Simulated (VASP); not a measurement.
Crystal: MnO2.

```
Mn O
1.0
     4.31059    0.00000    0.00000
     0.00000    4.31059    0.00000
     0.00000    0.00000    2.80855
Mn O
2 4
Direct
  0.50000 0.50000 0.50000
  0.00000 0.00000 0.00000
  0.80492 0.19508 0.50000
  0.69508 0.69508 0.00000
  0.19508 0.80492 0.50000
  0.30492 0.30492 0.00000
```

Base run:

- Program: VASP 6.6.1
- Functional: PBE
- Potentials or basis: VASP PAW PBE potentials, release 64 (Mn_pv, O)
- Cutoff: 520 eV
- k mesh: 6 × 6 × 9
- Occupations: fermi-dirac, width 0.05 eV
- Spin: collinear spin, ferromagnetic start
- Starting moments: [4.0, 4.0, 0.0, 0.0, 0.0, 0.0] μB

Its results: pressure 25.8 GPa; net moment 5.94 μB per cell; site moments Mn +2.63; O +0.11 μB; largest force 0.341 eV/Å.

**Question.** The run is repeated on the same cell with these changes: functional from PBE to r2SCAN. What comes out?

**Answer.** Pressure 19.2 GPa; net moment 6.00 μB per cell; site moments Mn +2.76; O +0.08 μB; largest force 0.289 eV/Å.

Caveats: the cell stands under pressure; the run started ferromagnetic, and an antiferromagnetic order may lie lower in energy; the PAW data sets were made with another functional, which shifts forces and pressure a little (at least some runs).
